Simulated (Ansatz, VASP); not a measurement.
## CdSe: VASP beside Ansatz

```xyz
2
Lattice="0.0000 2.3291 2.3291 2.3291 0.0000 2.3291 2.3291 2.3291 0.0000" Properties=species:S:1:pos:R:3 pbc="T T T"
Cd    0.0000    0.0000    0.0000
Se    2.3291    2.3291    2.3291
```

Change from the starting cell: volume scaled by 0.55, PAW files.

Alike in both runs: task single point; functional r2SCAN; k mesh 12 × 12 × 12; occupations fermi-dirac, width 0.05 eV; no spin polarisation.

|  | VASP | Ansatz |
| --- | --- | --- |
| version | VASP 6.6.1 | Ansatz 0.2.0 |
| potentials or method | VASP PAW PBE potentials, release 64 (Cd, Se) | PAW with Ansatz's default frozen-core files, scalar-relativistic |
| plane-wave cutoff (eV) | 520 | 500 |
| valence electrons in the cell | 18 | 36 |

VASP gave:

* pressure (GPa): 174.4

Question: What did Ansatz give for the same quantities?

Answer: Pressure (GPa): 167.8.

VASP's potentials were made for PBE, not for r2SCAN. Both programs put the cell under a high pressure, so it lies far from rest at this level. VASP's potentials hold 18 valence electrons a cell and Ansatz's 36, so a difference there can come from the potentials and not from the codes.

Noted on VASP's run: the cell as given lies far from equilibrium.
